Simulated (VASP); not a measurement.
Set up this calculation in VASP 6.6.1, as the native input.

```
Task                   : single point
Functional             : r2SCAN
Potentials or basis    : VASP PAW PBE potentials, release 64 (Sn_d, O)
Cutoff                 : 520 eV
k mesh                 : 7 × 7 × 2
Occupations            : fermi-dirac, width 0.05 eV
Spin                   : no spin polarisation
Dipole correction      : no
Further INCAR settings : ALGO = Normal; EDIFF = 1e-06; NBANDS = 35
```

Crystal: SnO2.

```
Sn O
1.0
     3.35495    0.00000    0.00000
    -1.67748    2.90547    0.00000
     0.00000    0.00000   11.20598
Sn O
2 4
Direct
  0.00000 0.00000 0.50000
  0.00000 0.00000 0.00000
  0.66667 0.33333 0.40586
  0.66667 0.33333 0.09414
  0.33333 0.66667 0.59414
  0.33333 0.66667 0.90586
```

These files were run (other wordings do the same):

POSCAR

```
SnO2
1.0
    3.3549535191      0.0000000000      0.0000000000
   -1.6774767596      2.9054704597      0.0000000000
    0.0000000000      0.0000000000     11.2059838311
Sn O
2 4
Direct
    0.0000000000      0.0000000000      0.5000000000
    0.0000000000      0.0000000000      0.0000000000
    0.6666666667      0.3333333333      0.4058600000
    0.6666666667      0.3333333333      0.0941400000
    0.3333333333      0.6666666667      0.5941400000
    0.3333333333      0.6666666667      0.9058600000
```

INCAR.step1

```
SYSTEM = SnO2
  PREC = Accurate
  ENCUT = 520
  ISMEAR = -1
  SIGMA = 0.05
  LREAL = .False.
  LASPH = .True.
  NELM = 80
  NBANDS = 35
  GGA = PE
  ALGO = Normal
  EDIFF = 1E-4
  LWAVE = .True.
  LCHARG = .False.
```

INCAR.step2

```
SYSTEM = SnO2
  PREC = Accurate
  ENCUT = 520
  EDIFF = 1E-6
  ISMEAR = -1
  SIGMA = 0.05
  LREAL = .False.
  LASPH = .True.
  NELM = 80
  ALGO = Normal
  ISIF = 2
  LWAVE = .False.
  LCHARG = .False.
  METAGGA = R2SCAN
  LMIXTAU = .True.
  NBANDS = 35
  ISTART = 1
```

KPOINTS

```
regular mesh
0
Gamma
  7 7 2
  0 0 0
```

Potentials or basis: VASP PAW PBE potentials, release 64 (Sn_d, O).

Command:

```console
$ cat potpaw_PBE.64/Sn_d/POTCAR potpaw_PBE.64/O/POTCAR > POTCAR
$ cp INCAR.step1 INCAR
$ mpirun -np 1 vasp_std > vasp.out
$ cp INCAR.step2 INCAR
$ mpirun -np 1 vasp_std > vasp.out
```

It gave:

* Pressure: -15.8 GPa
* Largest force: 1.545 eV/Å
* Band gap on the k mesh: 1.94 eV (least direct gap 2.18 eV)

Caveat: the cell stands under tension; the PAW data sets were made with another functional, which shifts forces and pressure a little; spin-orbit coupling is left out, which moves the levels of the heavy elements; an odd mesh through Γ misses points on the zone boundary, where band edges can lie.

It took 2.6 min on 1 thread of Intel(R) Xeon(R) 6975P-C (Granite Rapids) (shared host), peak memory 0.28 GiB.
